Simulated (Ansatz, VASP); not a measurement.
Two plane-wave programs on Ta3N

File INCAR:

```
SYSTEM = Ta3N
PREC = Accurate ; ENCUT = 520
EDIFF = 1E-6 ; ISMEAR = -1
SIGMA = 0.05 ; LREAL = .False.
LASPH = .True. ; NELM = 60
ALGO = Normal ; ISIF = 2
LWAVE = .False. ; LCHARG = .True.
LELF = .True. ; LVHAR = .True.
NBANDS = 27
```

The input KPOINTS:

```
regular mesh
0
Gamma
  10 10 4
  0 0 0
```

File POSCAR:

```
Ta3N
1.0
    3.0721262478      0.0000000000      0.0000000000
   -1.5360631240      2.6605393743      0.0000000000
    0.0000000000      0.0000000000      7.6231501572
Ta N
3 1
Direct
    0.6666666667      0.3333333333      0.8260700000
    0.3333333333      0.6666666667      0.1739300000
    0.0000000000      0.0000000000      0.5000000000
    0.0000000000      0.0000000000      0.0000000000
```

input.yaml

```yaml
crystal:
  lattice:
    - [3.0721262478, 0.0, 0.0]
    - [-1.536063124, 2.6605393743, 0.0]
    - [0.0, 0.0, 7.6231501572]
  atoms:
    - { symbol: Ta, position: [0.6666666667, 0.3333333333, 0.82607] }
    - { symbol: Ta, position: [0.3333333333, 0.6666666667, 0.17393] }
    - { symbol: Ta, position: [0.0, 0.0, 0.5] }
    - { symbol: "N", position: [0.0, 0.0, 0.0] }
hamiltonian:
  xc: lda
  pseudopotentials: { kind: paw }
kpoints:
  mp_grid: { grid: [10, 10, 4] }
scf:
  occupations: { method: fermi_dirac, width: 0.05 }
output:
  forces: true
  stress: true
  eigenvalues: true
```

Alike in both runs: task single point; functional LDA; k mesh 10 × 10 × 4; occupations fermi-dirac, width 0.05 eV; no spin polarisation.

|  | VASP | Ansatz |
| --- | --- | --- |
| version | VASP 6.6.1 | Ansatz 0.2.0 |
| potentials or method | VASP PAW LDA potentials, release 64 (Ta_pv, N) | Ansatz PAW |
| plane-wave cutoff (eV) | 520 | 420 |
| valence electrons in the cell | 38 | 44 |

Ansatz gave:

| Quantity | Value |
| --- | --- |
| gap on the k mesh at the Fermi level (eV) | none |
| pressure (GPa) | -21.3 |
| traceless stress, the component that is largest in VASP (GPa) | 0.22 |
| rms of the force components (eV/Å) | 0.304 |

Q: Estimate VASP's values.

A: gap on the k mesh at the Fermi level (eV): none; pressure (GPa): -20.4; traceless stress, the component that is largest in VASP (GPa): 0.26; rms of the force components (eV/Å): 0.286.

LDA's correlation is that of Perdew and Zunger in VASP and of Perdew and Wang (1992) in Ansatz. Atom by atom the forces differ by 0.017 eV/Å (rms over components). A gap of «none» marks a metal or a gap that the smearing closes. VASP's potentials hold 38 valence electrons a cell and Ansatz's 44, so a difference there can come from the potentials and not from the codes.

Spin-orbit coupling is off throughout.
